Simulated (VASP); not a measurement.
A run of VASP 6.6.1:

File INCAR:

```
PREC = Accurate ; ENCUT = 520
EDIFF = 1E-7 ; ISMEAR = 0
SIGMA = 0.1 ; LREAL = Auto
LASPH = True ; NELM = 60
ALGO = Normal ; ISIF = 2
LWAVE = False ; LCHARG = False
LDIPOL = True ; IDIPOL = 3
DIPOL = 0.5 0.5 0.419 ; GGA = PE
IVDW = 12 ; NBANDS = 130
KPAR = 2 ; NCORE = 2
```

File KPOINTS:

```
regular mesh
0
Gamma
  3 3 1
```

Contents of POSCAR:

```
Ge4H
1.0
    8.0601468047      0.0000000000      0.0000000000
   -4.0300734024      6.9802918911      0.0000000000
    0.0000000000      0.0000000000     25.8962764424
Ge H
16 4
Direct
    0.6666666667      0.3333333333      0.3680065751
    0.6666666667      0.8333333333      0.3680065751
    0.1666666667      0.3333333333      0.3680065751
    0.1666666667      0.8333333333      0.3680065751
    0.5000000000      0.5000000000      0.3997731223
    0.5000000000      0.0000000000      0.3997731223
    0.0000000000      0.5000000000      0.3997731223
    0.0000000000      0.0000000000      0.3997731223
    0.0320834755      0.4671064043      0.4962437177
    0.0053320194     -0.0051842403      0.4953169985
    0.5046161624      0.4954656082      0.4952693725
    0.5330066677     -0.0319856820      0.4962464725
    0.8573234730      0.6421084493      0.5008973088
    0.8474041730      0.1526962513      0.5450362904
    0.3462918436      0.6538204336      0.5448694164
    0.3580148396      0.1427693530      0.5009200305
    0.6680582738      0.3319891066      0.3078262863
    0.6669167705      0.8335402325      0.3077842286
    0.1665076823      0.3331242520      0.3077832785
    0.1682244291      0.8318592606      0.3078271609
```

Potentials or basis: VASP PAW PBE potentials, release 64 (Ge_d, H).

Launch:

```sh
$ cat potpaw_PBE.64/Ge_d/POTCAR potpaw_PBE.64/H/POTCAR > POTCAR
$ mpirun -np 4 vasp_std > vasp.out
```

Hardware: 4 MPI ranks on AMD EPYC 7R43 64-Core Processor (Zen 3), with other jobs on the host.

How long does it take, and how much memory?

Run time: 33 min on 4 MPI ranks on AMD EPYC 7R43 64-Core Processor (Zen 3), on a shared host, peak memory 0.86 GiB a rank. Counts: scf iterations 31, k points 5.
